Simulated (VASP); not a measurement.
# CuSi64 (a cell with a defect) in VASP: single point with PBEsol

Aim: the single point of CuSi64 (a cell with a defect) with PBEsol.

All numbers are computed with VASP 6.6.1; they aren't measurements. Logs are shortened: lines on timing, memory, paths and dates and some standing lists are left out, and cuts for length are marked.

### Step 1. The cell of the first run

The cell holds a defect, 65 atoms: a = 10.866 Å, b = 10.866 Å, c = 10.866 Å, α = 90.00°, β = 90.00°, γ = 90.00°.

### Step 2. Single point, PBEsol

INCAR

```
PREC = Accurate ; ENCUT = 520
EDIFF = 1E-6 ; ISMEAR = -1
SIGMA = 0.05 ; LREAL = Auto
LASPH = True ; NELM = 120
ALGO = Normal ; ISIF = 2
LWAVE = False ; LCHARG = False
GGA = PS ; NELECT = 266.0
NBANDS = 172 ; GGA_COMPAT = False
```

KPOINTS

```
Automatic mesh
0
Gamma
  1 1 1
```

POSCAR

```
CuSi64
1.0
   10.8655790000      0.0000000000      0.0000000000
    0.0000000000     10.8655790000      0.0000000000
    0.0000000000      0.0000000000     10.8655790000
Si Cu
64 1
Direct
    0.9992100000      0.9993800000      0.9990900000
    0.9992300000      0.9994100000      0.4986000000
    0.9992700000      0.4988900000      0.9991600000
    0.9999300000      0.5003400000      0.5000400000
    0.4987200000      0.9994500000      0.9991500000
    0.5001800000      0.0001100000      0.5000400000
    0.5001900000      0.5003600000      0.9997600000
    0.5056200000      0.5058400000      0.5054800000
    0.1241500000      0.1243100000      0.1239500000
    0.1219900000      0.1220800000      0.6274400000
    0.1220800000      0.6275900000      0.1219200000
    0.1245300000      0.6253400000      0.6249700000
    0.6275000000      0.1221600000      0.1219200000
    0.6251800000      0.1246900000      0.6249800000
    0.6251800000      0.6253300000      0.1243300000
    0.6302900000      0.6303900000      0.6301200000
    0.2486300000      0.2488100000      0.9990500000
    0.2460800000      0.2462500000      0.5022100000
    0.2501600000      0.7502800000      0.9988100000
    0.2492200000      0.7495800000      0.5001300000
    0.7501200000      0.2503000000      0.9988100000
    0.7493800000      0.2493900000      0.5001400000
    0.7498700000      0.7500400000      0.9996100000
    0.7512800000      0.7514500000      0.4988200000
    0.3744500000      0.3745300000      0.1230800000
    0.3754600000      0.3756400000      0.6255400000
    0.3747900000      0.8746300000      0.1250200000
    0.3749100000      0.8750400000      0.6242500000
    0.8744700000      0.3749500000      0.1250200000
    0.8749300000      0.3750300000      0.6242500000
    0.8748500000      0.8749400000      0.1246100000
    0.8754600000      0.8756300000      0.6253600000
    0.2486100000      0.9994200000      0.2484600000
    0.2501600000      0.9990300000      0.7500400000
    0.2463000000      0.5023600000      0.2460700000
    0.2491800000      0.5005000000      0.7492400000
    0.7501800000      0.9990600000      0.2500200000
    0.7498400000      0.9999600000      0.7497200000
    0.7493900000      0.5005100000      0.2490400000
    0.7513200000      0.4990900000      0.7511500000
    0.3743700000      0.1234400000      0.3742700000
    0.3748000000      0.1253000000      0.8743200000
    0.3755200000      0.6258600000      0.3753200000
    0.3748900000      0.6245500000      0.8747300000
    0.8744900000      0.1253200000      0.3746500000
    0.8747900000      0.1248900000      0.8747000000
    0.8749000000      0.6245500000      0.3747500000
    0.8755000000      0.6256300000      0.8753300000
    0.9992700000      0.2487700000      0.2484600000
    0.9989200000      0.2502700000      0.7500300000
    0.9989800000      0.7502600000      0.2500000000
    0.9997900000      0.7500000000      0.7497100000
    0.5022600000      0.2463800000      0.2460400000
    0.5003200000      0.2493600000      0.7492300000
    0.5003500000      0.7495700000      0.2490300000
    0.4990000000      0.7514300000      0.7511300000
    0.1232500000      0.3745400000      0.3742700000
    0.1251300000      0.3749700000      0.8743200000
    0.1251300000      0.8746600000      0.3746400000
    0.1247300000      0.8749400000      0.8747100000
    0.6256500000      0.3756900000      0.3753200000
    0.6243800000      0.3750400000      0.8747400000
    0.6243800000      0.8750700000      0.3747600000
    0.6254500000      0.8756600000      0.8753400000
    0.3783100000      0.3783500000      0.3787200000
```

Potentials or basis: VASP PAW PBE potentials, release 64 (Si, Cu).

Command:

```console
$ cat potpaw_PBE.64/Si/POTCAR potpaw_PBE.64/Cu/POTCAR > POTCAR
$ mpirun -np 1 vasp_gam > vasp.out
```

OUTCAR:

```text
PREC = Accurate
   ENCUT = 520
   EDIFF = 1E-6
   ISMEAR = -1
   LREAL = Auto
   LASPH = True
   NELM = 120
   ISIF = 2
   GGA = PS
   NELECT = 266.0

 ion  position               nearest neighbor table
   1  0.999  0.999  0.999-  46 2.35  31 2.35  60 2.35   9 2.35
   2  0.999  0.999  0.499-  32 2.35  10 2.35  45 2.35  59 2.35
   3  0.999  0.499  0.999-  48 2.35  11 2.35  29 2.35  58 2.35
   4  1.000  0.500  0.500-  30 2.35  12 2.35  47 2.35  57 2.35
   5  0.499  0.999  0.999-  64 2.35  13 2.35  42 2.35  27 2.35
   6  0.500  0.000  0.500-  14 2.35  63 2.35  28 2.35  41 2.35
   7  0.500  0.500  1.000-  44 2.35  15 2.35  62 2.35  25 2.35
   8  0.506  0.506  0.505-  16 2.35  43 2.39  61 2.39  26 2.39  65 2.39
   9  0.124  0.124  0.124-  49 2.35  33 2.35  17 2.35   1 2.35
  10  0.122  0.122  0.627-  18 2.34  34 2.35  50 2.35   2 2.35
  11  0.122  0.628  0.122-  35 2.34  51 2.35  19 2.35   3 2.35
  12  0.125  0.625  0.625-  36 2.34  20 2.34  52 2.35   4 2.35
  13  0.627  0.122  0.122-  53 2.34  21 2.35  37 2.35   5 2.35
  14  0.625  0.125  0.625-  22 2.34  54 2.34  38 2.35   6 2.35
  15  0.625  0.625  0.124-  39 2.34  55 2.34  23 2.35   7 2.35
  16  0.630  0.630  0.630-  56 2.34  24 2.34  40 2.34   8 2.35
  17  0.249  0.249  0.999-   9 2.35  58 2.35  42 2.35  25 2.36
[... 32 lines left out ...]
  50  0.999  0.250  0.750-  10 2.35  46 2.35  30 2.35  58 2.35
  51  0.999  0.750  0.250-  11 2.35  31 2.35  47 2.35  59 2.35
  52  1.000  0.750  0.750-  12 2.35  48 2.35  32 2.35  60 2.35
  53  0.502  0.246  0.246-  13 2.34  25 2.38  41 2.38  61 2.40  65 2.44
  54  0.500  0.249  0.749-  14 2.34  42 2.35  26 2.35  62 2.35
  55  0.500  0.750  0.249-  15 2.34  27 2.35  43 2.35  63 2.35
  56  0.499  0.751  0.751-  16 2.34  28 2.35  44 2.35  64 2.35
  57  0.123  0.375  0.374-   4 2.35  49 2.36  18 2.38  35 2.38  65 2.77
  58  0.125  0.375  0.874-  17 2.35   3 2.35  36 2.35  50 2.35
  59  0.125  0.875  0.375-  33 2.35   2 2.35  20 2.35  51 2.35
  60  0.125  0.875  0.875-  19 2.35  34 2.35   1 2.35  52 2.35
  61  0.626  0.376  0.375-  39 2.35  22 2.35   8 2.39  53 2.40  65 2.69
  62  0.624  0.375  0.875-   7 2.35  21 2.35  40 2.35  54 2.35
  63  0.624  0.875  0.375-   6 2.35  37 2.35  24 2.35  55 2.35
  64  0.625  0.876  0.875-  38 2.35  23 2.35   5 2.35  56 2.35
  65  0.378  0.378  0.379-   8 2.39  18 2.43  53 2.44  35 2.44  26 2.68  61 2.69  43 2.69  41 2.77
                            57 2.77  25 2.78

  LATTYP: Found a simple cubic cell.
 ALAT       =    10.8655790000

  Lattice vectors:

 A1 = (  10.8655790000,   0.0000000000,   0.0000000000)
 A2 = (   0.0000000000,  10.8655790000,   0.0000000000)
 A3 = (   0.0000000000,   0.0000000000,  10.8655790000)

Analysis of symmetry for initial positions (statically):
=====================================================================
 Subroutine PRICEL returns:
 Original cell was already a primitive cell.

 Routine SETGRP: Setting up the symmetry group for a
 simple cubic supercell.

 Subroutine GETGRP returns: Found  1 space group operations
 (whereof  1 operations were pure point group operations)
 out of a pool of 48 trial point group operations.

The static configuration has the point symmetry C_1 .

Analysis of symmetry for dynamics (positions and initial velocities):
=====================================================================
 Subroutine PRICEL returns:
 Original cell was already a primitive cell.

 Routine SETGRP: Setting up the symmetry group for a
 simple cubic supercell.

 Subroutine GETGRP returns: Found  1 space group operations
 (whereof  1 operations were pure point group operations)
 out of a pool of 48 trial point group operations.

The dynamic configuration has the point symmetry C_1 .

 Subroutine INISYM returns: Found  1 space group operations
 (whereof  1 operations are pure point group operations),
 and found     1 'primitive' translations

----------------------------------------------------------------------------------------

[... 148 lines left out ...]

 KPOINTS: Automatic mesh

Automatic generation of k-mesh.
 Grid dimensions read from file:
 generate k-points for:    1    1    1

 Generating k-lattice:

  Cartesian coordinates                     Fractional coordinates (reciprocal lattice)
     0.092033752  0.000000000  0.000000000     1.000000000  0.000000000  0.000000000
     0.000000000  0.092033752  0.000000000     0.000000000  1.000000000  0.000000000
     0.000000000  0.000000000  0.092033752     0.000000000  0.000000000  1.000000000

  Length of vectors
     0.092033752  0.092033752  0.092033752

  Shift w.r.t. Gamma in fractional coordinates (k-lattice)
     0.000000000  0.000000000  0.000000000

 Subroutine IBZKPT returns following result:
 ===========================================

 Found      1 irreducible k-points:

 Following reciprocal coordinates:
            Coordinates               Weight
  0.000000  0.000000  0.000000      1.000000
   k-points           NKPTS =      1   k-points in BZ     NKDIM =      1   number of bands    NBANDS=    172
   number of dos      NEDOS =    301   number of ions     NIONS =     65
   total plane-waves  NPLWV = 592704
   dimension x,y,z NGX =    84 NGY =   84 NGZ =   84
   dimension x,y,z NGXF=   168 NGYF=  168 NGZF=  168
   ions per type =              64   1
   NGX,Y,Z   is equivalent  to a cutoff of  12.85, 12.85, 12.85 a.u.
   NGXF,Y,Z  is equivalent  to a cutoff of  25.70, 25.70, 25.70 a.u.
 SYSTEM =  unknown system
   PREC   = accura    normal or accurate (medium, high low for compatibility)
   ISTART =      0    job   : 0-new  1-cont  2-samecut
   ICHARG =      2    charge: 1-file 2-atom 10-const
   ISPIN  =      1    spin polarized calculation?
   LNONCOLLINEAR =      F non collinear calculations
   LSORBIT =      F    spin-orbit coupling
   LASPH  =      T    aspherical Exc in radial PAW
   ENCUT  =  520.0 eV  38.22 Ry    6.18 a.u.  20.20 20.20 20.20*2*pi/ulx,y,z
   NELM   =    120;   NELMIN=  2; NELMDL= -5     # of ELM steps
   EDIFF  = 0.1E-05   stopping-criterion for ELM
   LREAL  =      T    real-space projection
   EDIFFG = 0.1E-04   stopping-criterion for IOM
   NSW    =      0    number of steps for IOM
   IBRION =     -1    ionic relax: 0-MD 1-quasi-New 2-CG
   NFREE  =      0    steps in history (QN), initial steepest desc. (CG)
   ISIF   =      2    stress and relaxation
   ISYM   =      2    0-nonsym 1-usesym 2-fastsym
   POTIM  = 0.5000    time-step for ionic-motion
   TEBEG  =    0.0;   TEEND  =   0.0 temperature during run
   PSTRESS=    0.0 pullay stress
   NELECT =     266.0000    total number of electrons
   NUPDOWN=      -1.0000    fix difference up-down
   EMIN   =  10.00;   EMAX   =-10.00  energy-range for DOS
   EFERMI =   0.00;   METHOD = LEGACY
   ISMEAR =    -1;   SIGMA  =   0.05  broadening in eV -4-tet -1-fermi 0-gaus
   EFERMI_NEDOS =   21; number of points for ismear=-14 and -15
   IALGO  =     38    algorithm
   IMIX   =      4    mixing-type and parameters
     AMIX     =   0.40;   BMIX     =  1.00
     AMIX_MAG =   1.60;   BMIX_MAG =  1.00
  volume/ion in A,a.u.               =      19.74       133.18
  Fermi-wavevector in a.u.,A,eV,Ry     =   0.968982  1.831111 12.774873  0.938927
  Thomas-Fermi vector in A             =   2.098997
   LORBIT       =      0    0 simple, 1 ext, 2 COOP (PROOUT), +10 PAW based schemes
   GGA     = PS    functional components
   LHFCALC =     F    Hartree Fock is set to
   AEXX    =    0.0000 exact exchange contribution
   IVDW    =     0    specifies the selected vdW correction
   LEPSILON=     F    determine dielectric tensor
   LRPA    =     F    only Hartree local field effects (RPA)
 non-spin polarized calculation
  energy-cutoff  :      520.00
  volume of cell :     1282.80
 maximum number of plane-waves:     17253
 NGX is ok and might be reduce to    84
   NGX = 41   NGY = 41   NGZ = 41

 number of electron     265.9999986 magnetization

 Free energy of the ion-electron system (eV)
  ---------------------------------------------------
  ext. energy  EPLUGINS =         0.00000000
  ---------------------------------------------------
  free energy    TOTEN  =      -369.91992462 eV

  energy without entropy =     -369.75799641  energy(sigma->0) =     -369.83896051

 E-fermi :   6.0363     XC(G=0):  -9.5824

 val. band max:        5.9484486261   @ k =   0.0000   0.0000   0.0000
 cond. band min:       6.0754520033   @ k =   0.0000   0.0000   0.0000
 fundamental gap:      0.1270033772
 Fermi energy:         6.0363210393

 k-point     1 :       0.0000    0.0000    0.0000
  band No.  band energies     occupation
      1      -6.1364      2.00000
      2      -5.2301      2.00000
      3      -5.0171      2.00000
      4      -5.0124      2.00000
      5      -5.0119      2.00000
      6      -4.9696      2.00000
[... 137 lines left out ...]
    144       6.9794      0.00000
    145       6.9802      0.00000
 [bands above 145 left out]

------------------------ aborting loop because EDIFF is reached ----------------------------------------

  FORCE on cell =-STRESS in cart. coord.  units (eV):
  Direction    XX          YY          ZZ          XY          YZ          ZX
  --------------------------------------------------------------------------------------
  -------------------------------------------------------------------------------------
  Total        0.2693314      0.2761583      0.2678154     -0.5139157     -0.5397141     -0.5485333
  in kB        0.3363868      0.3449133      0.3344933     -0.6418653     -0.6740866     -0.6851015
  external PRESSURE =       0.3385978 kB  Pullay stress =       0.0000000 kB

 VOLUME and BASIS-vectors are now :
 -----------------------------------------------------------------------------
  energy-cutoff  :      520.00
  volume of cell :     1282.80
      direct lattice vectors                 reciprocal lattice vectors
    10.865579000  0.000000000  0.000000000     0.092033752  0.000000000  0.000000000
     0.000000000 10.865579000  0.000000000     0.000000000  0.092033752  0.000000000
     0.000000000  0.000000000 10.865579000     0.000000000  0.000000000  0.092033752

 POSITION                                       TOTAL-FORCE (eV/Angst)
 -----------------------------------------------------------------------------------
     10.85700     10.85884     10.85569         0.014614      0.013807      0.013191
     10.85721     10.85917      5.41758        -0.025183     -0.026440      0.033027
     10.85765      5.42073     10.85645        -0.026750      0.032499     -0.029084
     10.86482      5.43648      5.43322        -0.055053     -0.029163     -0.035101
      5.41888     10.85960     10.85634         0.032587     -0.028660     -0.027281
      5.43475      0.00120      5.43322        -0.032017     -0.051113     -0.033576
[... 57 lines left out ...]
      6.79588      9.51455      9.51108        -0.099475     -0.003390     -0.003173
      4.11056      4.11099      4.11501        -0.018195     -0.018354     -0.025320
 -----------------------------------------------------------------------------------
    total drift:                                0.026263      0.033241      0.024683

  FREE ENERGIE OF THE ION-ELECTRON SYSTEM (eV)
  ---------------------------------------------------
  free  energy   TOTEN  =      -369.9199246235 eV

  energy  without entropy=     -369.7579964064  energy(sigma->0) =     -369.83896051
```

Wall time 17 min (1 thread of AMD EPYC 7R43 (Zen 3), shared host); peak memory 1.1 GiB.

What came out:

- Free energy: -369.9199 eV
- Largest force: 0.153 eV/Å

Forces on the atoms (eV/Å):
```
Si   0.015  0.014  0.013
Si  -0.025 -0.026  0.033
Si  -0.027  0.032 -0.029
Si  -0.055 -0.029 -0.035
Si   0.033 -0.029 -0.027
Si  -0.032 -0.051 -0.034
Si  -0.033 -0.032 -0.057
Si  -0.043 -0.045 -0.043
Si  -0.020 -0.022 -0.021
Si   0.020  0.022 -0.007
Si   0.023 -0.007  0.022
Si  -0.011 -0.014 -0.011
Si  -0.005  0.022  0.023
Si  -0.015 -0.011 -0.010
Si  -0.013 -0.011 -0.012
Si  -0.078 -0.080 -0.078
Si   0.077  0.075 -0.048
Si   0.094  0.097 -0.068
Si   0.013  0.045 -0.032
Si   0.053  0.069 -0.052
Si   0.045  0.015 -0.032
Si   0.070  0.056 -0.052
Si   0.023  0.024 -0.005
Si   0.058  0.056  0.030
Si  -0.017 -0.015 -0.013
Si   0.005  0.006 -0.034
Si  -0.008 -0.004 -0.023
Si  -0.005 -0.012 -0.019
Si  -0.004 -0.011 -0.022
Si  -0.014 -0.007 -0.019
Si  -0.014 -0.015  0.021
Si  -0.005 -0.005 -0.101
Si   0.077 -0.049  0.077
Si   0.016 -0.036  0.047
Si   0.096 -0.069  0.097
Si   0.057 -0.053  0.067
Si   0.046 -0.034  0.013
Si   0.020 -0.002  0.019
Si   0.070 -0.054  0.057
Si   0.056  0.032  0.057
Si  -0.017 -0.013 -0.017
Si  -0.010 -0.020 -0.008
Si   0.006 -0.035  0.006
Si  -0.003 -0.015 -0.009
Si  -0.008 -0.023 -0.008
Si  -0.014  0.019 -0.012
Si  -0.011 -0.015 -0.002
Si  -0.005 -0.100 -0.001
Si  -0.050  0.078  0.077
Si  -0.033  0.015  0.046
Si  -0.035  0.047  0.014
Si  -0.003  0.025  0.019
Si  -0.068  0.097  0.096
Si  -0.051  0.054  0.067
Si  -0.052  0.068  0.057
Si   0.029  0.057  0.057
Si  -0.011 -0.018 -0.015
Si  -0.023 -0.010 -0.005
Si  -0.022 -0.006 -0.006
Si   0.020 -0.015 -0.012
Si  -0.034  0.006  0.007
Si  -0.016 -0.005 -0.010
Si  -0.016 -0.014 -0.004
Si  -0.099 -0.003 -0.003
Cu  -0.018 -0.018 -0.025
```

Caveat: the k points lie up to 0.58 Å⁻¹ apart; the cell carries a net charge on a neutralising background, which shifts energy and pressure; the cell is charged against a uniform background, so pressure and absolute levels hang on convention; the PAW data sets were made with another functional, which shifts forces and pressure a little.
